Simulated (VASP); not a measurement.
# Ge2Pd (P6/mmm) in VASP: further runs, part 3 of 3

VASP 6.6.1. Earlier steps stand in the parts before.

### 5 Single point, PBE

This run uses another cell than the first one, of 18.28 Å³/atom.

Contents of INCAR:

```
  ALGO = Normal
  EDIFF = 1E-7
  ENCUT = 520
  GGA = PE
  ISIF = 2
  ISMEAR = 0
  LASPH = T
  LCHARG = T
  LELF = T
  LREAL = F
  LVHAR = T
  LWAVE = F
  NBANDS = 26
  NELM = 80
  PREC = Accurate
  SIGMA = 0.1
```

Contents of KPOINTS:

```
k-points
0
Gamma
  18 18 6
```

Contents of POSCAR:

```
Ge2Pd
1.0
    2.8367562106      0.0000000000      0.0000000000
   -1.4183781053      2.4567029428      0.0000000000
    0.0000000000      0.0000000000      7.8692885631
Ge Pd
2 1
Direct
    0.0000000000      0.0000000000      0.3171547765
    0.0000000000      0.0000000000      0.6828452235
    0.0000000000      0.0000000000      0.0000000000
```

Potentials or basis: VASP PAW PBE potentials, release 64 (Ge_d, Pd).

The run is started by

```bash
$ cat potpaw_PBE.64/Ge_d/POTCAR potpaw_PBE.64/Pd/POTCAR > POTCAR
$ mpirun -np 1 vasp_std > vasp.out
```

OUTCAR:

```text
EDIFF = 1E-7
   ENCUT = 520
   GGA = PE
   ISIF = 2
   ISMEAR = 0
   LASPH = T
   LREAL = F
   NELM = 80
   PREC = Accurate

 ion  position               nearest neighbor table
   1  0.000  0.000  0.317-   3 2.50   2 2.88
   2  0.000  0.000  0.683-   3 2.50   1 2.88
   3  0.000  0.000  0.000-   1 2.50   2 2.50

  LATTYP: Found a hexagonal cell.
 ALAT       =     2.8367562106
 C/A-ratio  =     2.7740447112

[... 888 lines left out ...]
------------------------ aborting loop because EDIFF is reached ----------------------------------------

  FORCE on cell =-STRESS in cart. coord.  units (eV):
  Direction    XX          YY          ZZ          XY          YZ          ZX
  --------------------------------------------------------------------------------------
  -------------------------------------------------------------------------------------
  Total       -0.0029397     -0.0029397      0.0647779      0.0000000      0.0000000     -0.0000000
  in kB       -0.0858834     -0.0858834      1.8924617      0.0000000      0.0000000     -0.0000000
  external PRESSURE =       0.5735650 kB  Pullay stress =       0.0000000 kB

 VOLUME and BASIS-vectors are now :
 -----------------------------------------------------------------------------
  energy-cutoff  :      520.00
  volume of cell :       54.84
      direct lattice vectors                 reciprocal lattice vectors
     2.836756211  0.000000000  0.000000000     0.352515312  0.203524810  0.000000000
    -1.418378105  2.456702943  0.000000000     0.000000000  0.407049620  0.000000000
     0.000000000  0.000000000  7.869288563     0.000000000  0.000000000  0.127076291

 POSITION                                       TOTAL-FORCE (eV/Angst)
 -----------------------------------------------------------------------------------
      0.00000      0.00000      2.49578        -0.000000      0.000000      0.014738
      0.00000      0.00000      5.37351        -0.000000     -0.000000     -0.014738
      0.00000      0.00000      0.00000         0.000000     -0.000000      0.000000
 -----------------------------------------------------------------------------------
    total drift:                                0.000000     -0.000000      0.000000

  FREE ENERGIE OF THE ION-ELECTRON SYSTEM (eV)
  ---------------------------------------------------
  free  energy   TOTEN  =       -13.9622034161 eV

  energy  without entropy=      -13.9574138204  energy(sigma->0) =      -13.95980862
```

OSZICAR:

```text
N       E                     dE             d eps       ncg     rms          rms(c)
DAV:   1     0.285800004441E+03    0.28580E+03   -0.18631E+04  9344   0.376E+03
DAV:   2     0.256599459278E+02   -0.26014E+03   -0.25229E+03  7720   0.667E+02
DAV:   3    -0.128052556503E+02   -0.38465E+02   -0.37927E+02  8774   0.157E+02
DAV:   4    -0.141464314372E+02   -0.13412E+01   -0.13365E+01  8804   0.323E+01
DAV:   5    -0.141775659237E+02   -0.31134E-01   -0.31131E-01  9364   0.512E+00    0.540E+00
DAV:   6    -0.140185013345E+02    0.15906E+00   -0.82919E-01  8254   0.574E+00    0.280E+00
DAV:   7    -0.139907391958E+02    0.27762E-01   -0.43719E-01  9554   0.398E+00    0.185E+00
DAV:   8    -0.139631158537E+02    0.27623E-01   -0.15310E-01  9130   0.209E+00    0.552E-01
DAV:   9    -0.139622218478E+02    0.89401E-03   -0.77707E-03  8388   0.695E-01    0.700E-02
DAV:  10    -0.139621973133E+02    0.24535E-04   -0.54944E-04  8802   0.158E-01    0.398E-02
DAV:  11    -0.139622027490E+02   -0.54358E-05   -0.61770E-05  8266   0.474E-02    0.126E-02
DAV:  12    -0.139622036749E+02   -0.92587E-06   -0.10046E-05  9436   0.225E-02    0.541E-03
DAV:  13    -0.139622034128E+02    0.26209E-06   -0.78021E-07  7110   0.622E-03    0.649E-04
DAV:  14    -0.139622034161E+02   -0.32751E-08   -0.70710E-08  4588   0.299E-03
   1 F= -.13962203E+02 E0= -.13959809E+02  d E =-.478960E-02
```

stdout:

```text
POSCAR found type information on POSCAR GePd
 POSCAR found :  2 types and       3 ions
 scaLAPACK will be used
 LDA part: xc-table for (Slater+PW92), standard interpolation
 POSCAR, INCAR and KPOINTS ok, starting setup
 FFT: planning ... GRIDC
 FFT: planning ... GRID_SOFT
 FFT: planning ... GRID
 WAVECAR not read
 entering main loop
```

Run time: 5.3 min. Hardware: 1 thread of Intel Xeon 8259CL, shared host; peak memory 0.32 GiB.

Results:

| Property | Result |
| --- | --- |
| Free energy | -13.9622 eV |
| Pressure | 0.1 GPa |
| Largest force | 0.015 eV/Å |
| Band gap on the k mesh | zero (bands 19 and 20 overlap by 2.65 eV) |

Forces on the atoms (eV/Å):
```
Ge   0.000  0.000  0.015
Ge   0.000  0.000 -0.015
Pd   0.000  0.000  0.000
```

### 6 Relaxation of cell and atoms, PBE

Contents of INCAR:

```
SYSTEM = Ge2Pd
ALGO = Normal
EDIFF = 1E-7
EDIFFG = -0.01
ENCUT = 600
GGA = PE
IBRION = 2
ISIF = 3
ISMEAR = 0
LASPH = .True.
LCHARG = .False.
LREAL = .False.
LWAVE = .False.
NELM = 100
NSW = 100
PREC = Accurate
SIGMA = 0.1
```

Contents of KPOINTS:

```
k-points
0
Gamma
  18 18 6
  0 0 0
```

Contents of POSCAR:

```
Ge2Pd
1.0
    2.8315591489      0.0000000000      0.0000000000
   -1.4157795744      2.4522021552      0.0000000000
    0.0000000000      0.0000000000      7.8740572007
Ge Pd
2 1
Direct
    0.0000000000      0.0000000000      0.3181300742
    0.0000000000      0.0000000000      0.6818699258
    0.0000000000      0.0000000000      0.0000000000
```

Potentials or basis: VASP PAW PBE potentials, release 64 (Ge_d, Pd).

The run is started by

```bash
$ cat potpaw_PBE.64/Ge_d/POTCAR potpaw_PBE.64/Pd/POTCAR > POTCAR
$ mpirun -np 1 vasp_std > vasp.out
```

Wall time 18 min (1 thread of Intel Xeon 8259CL, shared host); peak memory 0.36 GiB.

Results (log left out):

```yaml
Free_energy: -13.9623 eV
Relaxed_volume: 18.28 Å³/atom
Relaxed_cell: a = 2.837 Å, b = 2.837 Å, c = 7.870 Å, α = 90.00°, β = 90.00°, γ = 120.00°
Space_group_after_relaxing_to_0.1_Å: P6/mmm (No. 191)
Energy_gained_by_relaxing: 0.2 meV/atom
Ionic_steps: 5
Pressure_after_relaxing: 0.0 GPa
Largest_force_after_relaxing: 0.009 eV/Å
Band_gap_on_the_k_mesh: zero (bands 19 and 20 overlap by 2.65 eV)
```

Forces on the atoms (eV/Å):
```
Ge   0.000  0.000 -0.009
Ge   0.000  0.000  0.009
Pd   0.000  0.000  0.000
```

The path:
```
step  energy change (eV)  largest force (eV/Å)  pressure (GPa)  volume (Å³)
   1              0.0000                0.0494            0.15        54.67
   2             -0.0004                0.0162            0.02        54.80
   3             -0.0004                0.0180            0.01        54.80
   4             -0.0005                0.0143            0.00        54.82
   5             -0.0005                0.0087           -0.01        54.85
```

Final structure:
```yaml
crystal:
  lattice:
    - [2.83691, 0.00000, 0.00000]
    - [-1.41845, 2.45684, 0.00000]
    - [0.00000, 0.00000, 7.86982]
  atoms:
    - { symbol: Ge, position: [0.00000, 0.00000, 0.31752] }
    - { symbol: Ge, position: [0.00000, 0.00000, 0.68248] }
    - { symbol: Pd, position: [0.00000, 0.00000, 0.00000] }
```

Levels at points of the mesh, in eV from the Fermi level:
```tsv
k point	band 17	band 18	band 19	band 20	band 21	band 22
(0.00, 0.00, 0.00)	-1.33	-1.33	-0.71	1.99	9.32	9.32
(0.50, 0.00, 0.00)	-2.04	-1.78	-0.12	1.87	2.00	3.94
(0.00, 0.00, 0.50)	-2.35	-1.33	-1.33	6.15	6.51	9.55
(0.50, 0.00, 0.50)	-1.79	-1.44	-0.12	-0.08	2.81	4.36
```

### 7 Summary

| task | spin | cell | k mesh | cutoff (eV) | gap on the mesh (eV) | pressure (GPa) | largest force (eV/Å) |
| --- | --- | --- | --- | --- | --- | --- | --- |
| single point | off | a = 2.832, b = 2.832, c = 7.874 Å, angles 90.0, 90.0, 120.0°, 3 atoms, atomic positions A | 6 × 6 × 4 | 520 | none | 0.1 | 0.04 |
| single point | off | a = 3.515, b = 3.515, c = 6.032 Å, angles 90.0, 90.0, 120.0°, 3 atoms, atomic positions B | 6 × 6 × 4 | 520 | none | 67.8 | 24.47 |
| single point | collinear | a = 2.832, b = 2.832, c = 7.874 Å, angles 90.0, 90.0, 120.0°, 3 atoms, atomic positions A | 6 × 6 × 2 | 520 | none | 0.7 | 0.04 |
| single point | off | a = 2.837, b = 2.837, c = 7.869 Å, angles 90.0, 90.0, 120.0°, 3 atoms, atomic positions A | 18 × 18 × 6 | 520 | none | 0.1 | 0.01 |
| relaxation of cell and atoms | off | relaxed from a = 2.832, b = 2.832, c = 7.874 Å, angles 90.0, 90.0, 120.0°, 3 atoms, atomic positions A | 18 × 18 × 6 | 600 | none | 0.0 | 0.01 |

Alike in all rows: level PBE; potentials or basis VASP PAW PBE potentials, release 64 (Ge_d, Pd); smearing gaussian 0.1 eV.

Caveats: some runs use coarse meshes; atoms lie so close that the PAW spheres overlap strongly, which falsifies energies and pressures (at least some runs); the cell stands under pressure (at least some runs); forces of over 1 eV/Å act on the atoms, so gaps and moduli don't describe the material at rest (at least some runs).

Absolute energies hang on the potentials; compare differences alone.
